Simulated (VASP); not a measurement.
# Zn (C2/m) in VASP: further runs, part 2 of 2

VASP 6.6.1. The steps go on from the part before.

### 4 Single point, PBEsol (volume scaled by 0.98)

Contents of INCAR:

```
PREC = Accurate ; ENCUT = 520
EDIFF = 1E-6 ; ISMEAR = -1
SIGMA = 0.05 ; LREAL = F
LASPH = T ; NELM = 80
ALGO = Fast ; ISIF = 2
LWAVE = F ; LCHARG = T
GGA = PS ; LELF = T
LVHAR = T ; NBANDS = 25
```

Contents of KPOINTS:

```
Automatic mesh
0
Gamma
  12 12 4
```

Contents of POSCAR:

```
Zn
1.0
    2.2529470963     -1.2997049534      0.0000000000
    2.2529470963      1.2997049534      0.0000000000
   -1.5810335593      0.0000000000      7.2514106874
Zn
3
Direct
    0.7780178600      0.7780178600      0.3345049800
    0.2219821400      0.2219821400      0.6654950200
    0.0000000000      0.0000000000      0.0000000000
```

Potentials or basis: VASP PAW PBE potentials, release 64 (Zn).

Command:

```
$ cat potpaw_PBE.64/Zn/POTCAR > POTCAR
$ mpirun -np 1 vasp_std > vasp.out
```

OUTCAR:

```text
PREC = Accurate
   ENCUT = 520
   EDIFF = 1E-6
   ISMEAR = -1
   LREAL = F
   LASPH = T
   NELM = 80
   ISIF = 2
   GGA = PS

 ion  position               nearest neighbor table
   1  0.778  0.778  0.335-   2 2.82   2 2.84   2 2.84   3 2.85   3 2.85   3 2.87
   2  0.222  0.222  0.665-   1 2.82   1 2.84   1 2.84   3 2.85   3 2.85   3 2.87
   3  0.000  0.000  0.000-   1 2.85   1 2.85   2 2.85   2 2.85   1 2.87   2 2.87

  LATTYP: Found a base centered monoclinic cell.
 ALAT       =     4.5058941926
 B/A-ratio  =     0.5768910222
 C/A-ratio  =     1.6471240986
 COS(beta)  =    -0.2130265715

  Lattice vectors:

 A1 = (   2.2529470963,  -1.2997049534,   0.0000000000)
 A2 = (   2.2529470963,   1.2997049534,   0.0000000000)
 A3 = (  -1.5810335593,   0.0000000000,   7.2514106874)

Analysis of symmetry for initial positions (statically):
=====================================================================
 Subroutine PRICEL returns:
 Original cell was already a primitive cell.

 Routine SETGRP: Setting up the symmetry group for a
 base centered monoclinic supercell.

 Subroutine GETGRP returns: Found  4 space group operations
 (whereof  4 operations were pure point group operations)
 out of a pool of  4 trial point group operations.

The static configuration has the point symmetry C_2h.

Analysis of symmetry for dynamics (positions and initial velocities):
=====================================================================
 Subroutine PRICEL returns:
 Original cell was already a primitive cell.

 Routine SETGRP: Setting up the symmetry group for a
 base centered monoclinic supercell.

 Subroutine GETGRP returns: Found  4 space group operations
 (whereof  4 operations were pure point group operations)
 out of a pool of  4 trial point group operations.

The dynamic configuration has the point symmetry C_2h.

 Subroutine INISYM returns: Found  4 space group operations
 (whereof  4 operations are pure point group operations),
[... 108 lines left out ...]
   PSTRESS=    0.0 pullay stress
   NELECT =      36.0000    total number of electrons
   NUPDOWN=      -1.0000    fix difference up-down
   EMIN   =  10.00;   EMAX   =-10.00  energy-range for DOS
   EFERMI =   0.00;   METHOD = LEGACY
   ISMEAR =    -1;   SIGMA  =   0.05  broadening in eV -4-tet -1-fermi 0-gaus
   EFERMI_NEDOS =   21; number of points for ismear=-14 and -15
   IALGO  =     68    algorithm
   IMIX   =      4    mixing-type and parameters
     AMIX     =   0.40;   BMIX     =  1.00
     AMIX_MAG =   1.60;   BMIX_MAG =  1.00
  volume/ion in A,a.u.               =      14.16        95.53
  Fermi-wavevector in a.u.,A,eV,Ry     =   1.549386  2.927915 32.662097  2.400596
  Thomas-Fermi vector in A             =   2.654200
   LORBIT       =      0    0 simple, 1 ext, 2 COOP (PROOUT), +10 PAW based schemes
   GGA     = PS    functional components
   LHFCALC =     F    Hartree Fock is set to
   AEXX    =    0.0000 exact exchange contribution
   IVDW    =     0    specifies the selected vdW correction
   LEPSILON=     F    determine dielectric tensor
   LRPA    =     F    only Hartree local field effects (RPA)
 non-spin polarized calculation
 RMM-DIIS sequential band-by-band and
  energy-cutoff  :      520.00
  volume of cell :       42.47
 maximum number of plane-waves:      1162
   NGX =  9   NGY =  9   NGZ = 27

 number of electron      36.0000019 magnetization

 Free energy of the ion-electron system (eV)
  ---------------------------------------------------
  ext. energy  EPLUGINS =         0.00000000
  ---------------------------------------------------
  free energy    TOTEN  =        -4.72264130 eV

  energy without entropy =       -4.71535767  energy(sigma->0) =       -4.71899948

 E-fermi :   3.5396     XC(G=0): -12.0823

 val. band max:        3.5148036975   @ k =   0.2500   0.2500   0.5000
 cond. band min:       3.5464418102   @ k =  -0.3333   0.3333   0.0000
 fundamental gap:      0.0316381127
 Fermi energy:         3.5396346864

 k-point     1 :       0.0000    0.0000    0.0000
  band No.  band energies     occupation
      1      -7.5396      2.00000
      2      -5.6663      2.00000
      3      -5.6582      2.00000
      4      -4.6470      2.00000
      5      -4.3894      2.00000
      6      -4.3873      2.00000
[... 661 lines left out ...]
     24      10.4628      0.00000
     25      12.3559      0.00000

 [... further k-points ...]
[... 5 lines left out ...]
  --------------------------------------------------------------------------------------
  -------------------------------------------------------------------------------------
  Total       -0.1834657     -0.2815087      1.0546097      0.0000000      0.0000000     -0.0822694
  in kB       -6.9217705    -10.6207227     39.7881822      0.0000000      0.0000000     -3.1038499
  external PRESSURE =       7.4152297 kB  Pullay stress =       0.0000000 kB

 VOLUME and BASIS-vectors are now :
 -----------------------------------------------------------------------------
  energy-cutoff  :      520.00
  volume of cell :       42.47
      direct lattice vectors                 reciprocal lattice vectors
     2.252947096 -1.299704953  0.000000000     0.221931532 -0.384702696  0.048387992
     2.252947096  1.299704953  0.000000000     0.221931532  0.384702696  0.048387992
    -1.581033559  0.000000000  7.251410687     0.000000000  0.000000000  0.137904201

 POSITION                                       TOTAL-FORCE (eV/Angst)
 -----------------------------------------------------------------------------------
      2.97680      0.00000      2.42563        -0.003549      0.000000     -0.012395
     -0.05194      0.00000      4.82578         0.003549      0.000000      0.012395
      0.00000      0.00000      0.00000         0.000000      0.000000      0.000000
 -----------------------------------------------------------------------------------
    total drift:                                0.000000     -0.000000      0.000000

  FREE ENERGIE OF THE ION-ELECTRON SYSTEM (eV)
  ---------------------------------------------------
  free  energy   TOTEN  =        -4.7226412974 eV

  energy  without entropy=       -4.7153576722  energy(sigma->0) =       -4.71899948
```

Wall time 1.9 min (1 thread of Intel Xeon Platinum 8375C at 2.90GHz (Ice Lake), shared host); peak memory 0.24 GiB.

Results:

```
Free energy            : -4.7226 eV
Pressure               : 0.7 GPa
Largest force          : 0.013 eV/Å
Band gap on the k mesh : zero (band 18 reaches 4.81 eV, above the bottom of band 19 at 0.47 eV)
```

Forces on the atoms (eV/Å):
```
Zn  -0.004  0.000 -0.012
Zn   0.004  0.000  0.012
Zn   0.000  0.000  0.000
```

Caveat: the cell differs from its parent crystal (volume scaled by 0.98); the PAW data sets were made with another functional, which shifts forces and pressure a little.

### 5 Single point, PBEsol

This run uses another cell than the first one, of 14.44 Å³/atom, 1.064 times its volume.

Contents of INCAR:

```
  PREC = Accurate
  ENCUT = 520
  EDIFF = 1E-7
  ISMEAR = -1
  SIGMA = 0.05
  LREAL = False
  LASPH = True
  NELM = 80
  ALGO = Fast
  ISIF = 2
  LWAVE = False
  LCHARG = False
  GGA = PS
  NBANDS = 25
```

Contents of KPOINTS:

```
regular mesh
0
Gamma
  12 12 4
```

Contents of POSCAR:

```
Zn
1.0
    2.2681701736     -1.3084870100      0.0000000000
    2.2681701736      1.3084870100      0.0000000000
   -1.5917165425      0.0000000000      7.3004081919
Zn
3
Direct
    0.7780178600      0.7780178600      0.3345049800
    0.2219821400      0.2219821400      0.6654950200
    0.0000000000      0.0000000000      0.0000000000
```

Potentials or basis: VASP PAW PBE potentials, release 64 (Zn).

Command:

```
$ cat potpaw_PBE.64/Zn/POTCAR > POTCAR
$ mpirun -np 1 vasp_std > vasp.out
```

OUTCAR:

```text
PREC = Accurate
   ENCUT = 520
   EDIFF = 1E-7
   ISMEAR = -1
   LREAL = False
   LASPH = True
   NELM = 80
   ISIF = 2
   GGA = PS

 ion  position               nearest neighbor table
   1  0.778  0.778  0.335-   2 2.84   2 2.86   2 2.86   3 2.86   3 2.86   3 2.89
   2  0.222  0.222  0.665-   1 2.84   1 2.86   1 2.86   3 2.86   3 2.86   3 2.89
   3  0.000  0.000  0.000-   1 2.86   1 2.86   2 2.86   2 2.86   1 2.89   2 2.89

  LATTYP: Found a base centered monoclinic cell.
 ALAT       =     4.5363403472
 B/A-ratio  =     0.5768910222
 C/A-ratio  =     1.6471240986
 COS(beta)  =    -0.2130265715

  Lattice vectors:

 A1 = (   2.2681701736,  -1.3084870100,   0.0000000000)
 A2 = (   2.2681701736,   1.3084870100,   0.0000000000)
 A3 = (  -1.5917165425,   0.0000000000,   7.3004081919)

Analysis of symmetry for initial positions (statically):
=====================================================================
 Subroutine PRICEL returns:
 Original cell was already a primitive cell.

 Routine SETGRP: Setting up the symmetry group for a
 base centered monoclinic supercell.

 Subroutine GETGRP returns: Found  4 space group operations
[... 161 lines left out ...]
  ext. energy  EPLUGINS =         0.00000000
  ---------------------------------------------------
  free energy    TOTEN  =        -4.72294236 eV

  energy without entropy =       -4.71543782  energy(sigma->0) =       -4.71919009

 E-fermi :   3.3841     XC(G=0): -11.9734

 val. band max:        3.3796842690   @ k =  -0.4167   0.5000   0.2500
 cond. band min:       3.3887412169   @ k =  -0.3333   0.3333   0.0000
 fundamental gap:      0.0090569480
 Fermi energy:         3.3840801944

 k-point     1 :       0.0000    0.0000    0.0000
  band No.  band energies     occupation
      1      -7.5226      2.00000
      2      -5.6998      2.00000
      3      -5.6940      2.00000
      4      -4.7307      2.00000
      5      -4.4817      2.00000
      6      -4.4798      2.00000
[... 661 lines left out ...]
     24      10.2213      0.00000
     25      12.0807      0.00000

 [... further k-points ...]
[... 5 lines left out ...]
  --------------------------------------------------------------------------------------
  -------------------------------------------------------------------------------------
  Total       -0.6207702     -0.7863036      0.7237512      0.0000000      0.0000000     -0.1084711
  in kB      -22.9519327    -29.0722490     26.7594828      0.0000000      0.0000000     -4.0105367
  external PRESSURE =      -8.4215663 kB  Pullay stress =       0.0000000 kB

 VOLUME and BASIS-vectors are now :
 -----------------------------------------------------------------------------
  energy-cutoff  :      520.00
  volume of cell :       43.33
      direct lattice vectors                 reciprocal lattice vectors
     2.268170174 -1.308487010  0.000000000     0.220442013 -0.382120721  0.048063230
     2.268170174  1.308487010  0.000000000     0.220442013  0.382120721  0.048063230
    -1.591716542  0.000000000  7.300408192     0.000000000  0.000000000  0.136978642

 POSITION                                       TOTAL-FORCE (eV/Angst)
 -----------------------------------------------------------------------------------
      2.99692      0.00000      2.44202        -0.004740     -0.000000     -0.010661
     -0.05229      0.00000      4.85839         0.004740     -0.000000      0.010661
      0.00000      0.00000      0.00000        -0.000000      0.000000      0.000000
 -----------------------------------------------------------------------------------
    total drift:                                0.000000     -0.000000      0.000000

  FREE ENERGIE OF THE ION-ELECTRON SYSTEM (eV)
  ---------------------------------------------------
  free  energy   TOTEN  =        -4.7229423600 eV

  energy  without entropy=       -4.7154378184  energy(sigma->0) =       -4.71919009
```

It took 2.2 min on 1 thread of Intel Xeon Platinum 8375C at 2.90GHz (Ice Lake), shared host; peak memory 0.24 GiB.

Results:

| Property | Result |
| --- | --- |
| Free energy | -4.7229 eV |
| Pressure | -0.8 GPa |
| Largest force | 0.012 eV/Å |
| Band gap on the k mesh | zero (band 18 reaches 4.63 eV, above the bottom of band 19 at 0.30 eV) |

Forces on the atoms (eV/Å):
```
Zn  -0.005  0.000 -0.011
Zn   0.005  0.000  0.011
Zn   0.000  0.000  0.000
```

Stress tensor (GPa, compression positive):
```
-2.30  0.00 -0.40
 0.00 -2.91  0.00
-0.40  0.00  2.68
```

Caveat: the PAW data sets were made with another functional, which shifts forces and pressure a little.

### 6 Single point, PBEsol (volume scaled by 1.02)

Contents of INCAR:

```
SYSTEM = Zn
PREC = Accurate ; ENCUT = 520
EDIFF = 1E-7 ; ISMEAR = -1
SIGMA = 0.05 ; LREAL = .False.
LASPH = .True. ; NELM = 80
ALGO = Fast ; ISIF = 2
LWAVE = .False. ; LCHARG = .True.
GGA = PS ; LELF = .True.
LVHAR = .True. ; NBANDS = 25
```

Contents of KPOINTS:

```
regular mesh
0
Gamma
  12 12 4
  0 0 0
```

Contents of POSCAR:

```
Zn
1.0
    2.2831916059     -1.3171527394      0.0000000000
    2.2831916059      1.3171527394      0.0000000000
   -1.6022580189      0.0000000000      7.3487566750
Zn
3
Direct
    0.7780178600      0.7780178600      0.3345049800
    0.2219821400      0.2219821400      0.6654950200
    0.0000000000      0.0000000000      0.0000000000
```

Potentials or basis: VASP PAW PBE potentials, release 64 (Zn).

Command:

```
$ cat potpaw_PBE.64/Zn/POTCAR > POTCAR
$ mpirun -np 1 vasp_std > vasp.out
```

OUTCAR:

```text
SYSTEM = Zn
   PREC = Accurate
   ENCUT = 520
   EDIFF = 1E-7
   ISMEAR = -1
   LREAL = .False.
   LASPH = .True.
   NELM = 80
   ISIF = 2
   GGA = PS

 ion  position               nearest neighbor table
   1  0.778  0.778  0.335-   2 2.86   2 2.88   2 2.88   3 2.88   3 2.88   3 2.91
   2  0.222  0.222  0.665-   1 2.86   1 2.88   1 2.88   3 2.88   3 2.88   3 2.91
   3  0.000  0.000  0.000-   1 2.88   1 2.88   2 2.88   2 2.88   1 2.91   2 2.91

  LATTYP: Found a base centered monoclinic cell.
 ALAT       =     4.5663832118
 B/A-ratio  =     0.5768910222
 C/A-ratio  =     1.6471240986
 COS(beta)  =    -0.2130265715

  Lattice vectors:

 A1 = (   2.2831916059,  -1.3171527394,   0.0000000000)
 A2 = (   2.2831916059,   1.3171527394,   0.0000000000)
 A3 = (  -1.6022580189,   0.0000000000,   7.3487566750)

Analysis of symmetry for initial positions (statically):
=====================================================================
 Subroutine PRICEL returns:
 Original cell was already a primitive cell.

 Routine SETGRP: Setting up the symmetry group for a
[... 163 lines left out ...]
  ---------------------------------------------------
  ext. energy  EPLUGINS =         0.00000000
  ---------------------------------------------------
  free energy    TOTEN  =        -4.71407078 eV

  energy without entropy =       -4.70637039  energy(sigma->0) =       -4.71022059

 E-fermi :   3.2333     XC(G=0): -11.8676

 val. band max:        3.2188322678   @ k =   0.2500   0.2500   0.5000
 cond. band min:       3.2361057460   @ k =  -0.3333   0.3333   0.0000
 fundamental gap:      0.0172734782
 Fermi energy:         3.2332746480

 k-point     1 :       0.0000    0.0000    0.0000
  band No.  band energies     occupation
      1      -7.5056      2.00000
      2      -5.7328      2.00000
      3      -5.7293      2.00000
      4      -4.8115      2.00000
      5      -4.5708      2.00000
      6      -4.5691      2.00000
[... 661 lines left out ...]
     24       9.9899      0.00000
     25      11.8166      0.00000

 [... further k-points ...]
[... 5 lines left out ...]
  --------------------------------------------------------------------------------------
  -------------------------------------------------------------------------------------
  Total       -1.0695073     -1.2936889      0.3599787      0.0000000      0.0000000     -0.1314004
  in kB      -38.7678743    -46.8940853     13.0486324      0.0000000      0.0000000     -4.7630491
  external PRESSURE =     -24.2044424 kB  Pullay stress =       0.0000000 kB

 VOLUME and BASIS-vectors are now :
 -----------------------------------------------------------------------------
  energy-cutoff  :      520.00
  volume of cell :       44.20
      direct lattice vectors                 reciprocal lattice vectors
     2.283191606 -1.317152739  0.000000000     0.218991695 -0.379606696  0.047747016
     2.283191606  1.317152739  0.000000000     0.218991695  0.379606696  0.047747016
    -1.602258019  0.000000000  7.348756675     0.000000000  0.000000000  0.136077441

 POSITION                                       TOTAL-FORCE (eV/Angst)
 -----------------------------------------------------------------------------------
      3.01676      0.00000      2.45820        -0.005883      0.000000     -0.009156
     -0.05264      0.00000      4.89056         0.005883      0.000000      0.009156
      0.00000      0.00000      0.00000        -0.000000      0.000000      0.000000
 -----------------------------------------------------------------------------------
    total drift:                                0.000000     -0.000000      0.000000

  FREE ENERGIE OF THE ION-ELECTRON SYSTEM (eV)
  ---------------------------------------------------
  free  energy   TOTEN  =        -4.7140707798 eV

  energy  without entropy=       -4.7063703905  energy(sigma->0) =       -4.71022059
```

stdout:

```text
POSCAR found type information on POSCAR Zn
 POSCAR found :  1 types and       3 ions
 scaLAPACK will be used
 -----------------------------------------------------------------------------
|                                                                             |
|                                                                             |
|     You enforced a specific xc type in the INCAR file but a different       |
|     I HOPE YOU KNOW WHAT YOU ARE DOING!                                     |
|                                                                             |
 -----------------------------------------------------------------------------

 LDA part: xc-table for (Slater+PW92), standard interpolation
 POSCAR, INCAR and KPOINTS ok, starting setup
 FFT: planning ... GRIDC
 FFT: planning ... GRID_SOFT
 FFT: planning ... GRID
 WAVECAR not read
 entering main loop
WARNING in EDDRMM: call to ZHEGV failed, returncode =   8  4     25
WARNING in EDDRMM: call to ZHEGV failed, returncode =   6  3     22
```

Wall time 2.4 min (1 thread of Intel Xeon Platinum 8375C at 2.90GHz (Ice Lake), shared host); peak memory 0.25 GiB.

Results:

- Free energy: -4.7141 eV
- Pressure: -2.4 GPa
- Largest force: 0.011 eV/Å
- Band gap on the k mesh: zero (band 18 reaches 4.46 eV, above the bottom of band 19 at 0.14 eV)

Forces on the atoms (eV/Å):
```
Zn  -0.006  0.000 -0.009
Zn   0.006  0.000  0.009
Zn   0.000  0.000  0.000
```

Caveat: the cell differs from its parent crystal (volume scaled by 1.02); the PAW data sets were made with another functional, which shifts forces and pressure a little.

### 7 The runs side by side

| cell | further INCAR settings | gap on the mesh (eV) | pressure (GPa) | largest force (eV/Å) |
| --- | --- | --- | --- | --- |
| a = 2.565, b = 2.565, c = 7.319 Å, angles 100.6, 100.6, 60.0°, 3 atoms | ALGO = Fast; EDIFF = 1e-07; NBANDS = 25 | none | 5.3 | 0.02 |
| a = 2.583, b = 2.583, c = 7.371 Å, angles 100.6, 100.6, 60.0°, 3 atoms | ALGO = Fast; EDIFF = 1e-06; NBANDS = 25 | none | 2.8 | 0.01 |
| a = 2.601, b = 2.601, c = 7.422 Å, angles 100.6, 100.6, 60.0°, 3 atoms | ALGO = Fast; EDIFF = 1e-06; NBANDS = 25 | none | 0.7 | 0.01 |
| a = 2.619, b = 2.619, c = 7.472 Å, angles 100.6, 100.6, 60.0°, 3 atoms | ALGO = Fast; EDIFF = 1e-07; NBANDS = 25 | none | -0.8 | 0.01 |
| a = 2.636, b = 2.636, c = 7.521 Å, angles 100.6, 100.6, 60.0°, 3 atoms | ALGO = Fast; EDIFF = 1e-07; NBANDS = 25 | none | -2.4 | 0.01 |

Alike in all rows: task single point; level PBEsol; potentials or basis VASP PAW PBE potentials, release 64 (Zn); no spin polarisation; k mesh 12 × 12 × 4; cutoff (eV) 520; smearing fermi-dirac 0.05 eV.

Caveats: the PAW data sets were made with another functional, which shifts forces and pressure a little.

Absolute energies hang on the potentials; compare differences alone.
